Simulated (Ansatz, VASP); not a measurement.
# Hg2Ru in VASP and in Ansatz

```xyz
6
Lattice="0.0000 3.9028 3.9028 3.9028 0.0000 3.9028 3.9028 3.9028 0.0000" Properties=species:S:1:pos:R:3 pbc="T T T"
Hg    0.9757    0.9757    0.9757
Hg    0.9757    2.9271    2.9271
Hg    2.9271    2.9271    0.9757
Hg    2.9271    0.9757    2.9271
Ru    3.9028    3.9028    3.9028
Ru    5.8542    5.8542    5.8542
```

Alike in both runs: task relaxation of cell and atoms; functional PBE; k mesh 8 × 8 × 8; occupations gaussian, width 0.1 eV; no spin polarisation.

|  | VASP | Ansatz |
| --- | --- | --- |
| version | VASP 6.6.1 | Ansatz 0.2.0 |
| potentials or method | VASP PAW PBE potentials, release 64 (Hg, Ru_pv), cutoff 600 eV | scalar-relativistic, plane waves, PAW |
| valence electrons in the cell | 76 | 112 |

```csv
,VASP,Ansatz,Ansatz less VASP
"gap on the k mesh at the Fermi level, each at its own relaxed structure (eV)",none,none,-
relaxed volume (Å³/atom),20.01,19.82,-0.195
relaxed cell length with the largest relative difference (Å),5.537,5.519,-0.0181
```

A gap of «none» marks a metal or a gap that the smearing closes. VASP's potentials hold 76 valence electrons a cell and Ansatz's 112, so a difference there can come from the potentials and not from the codes.

Spin-orbit coupling is off throughout.
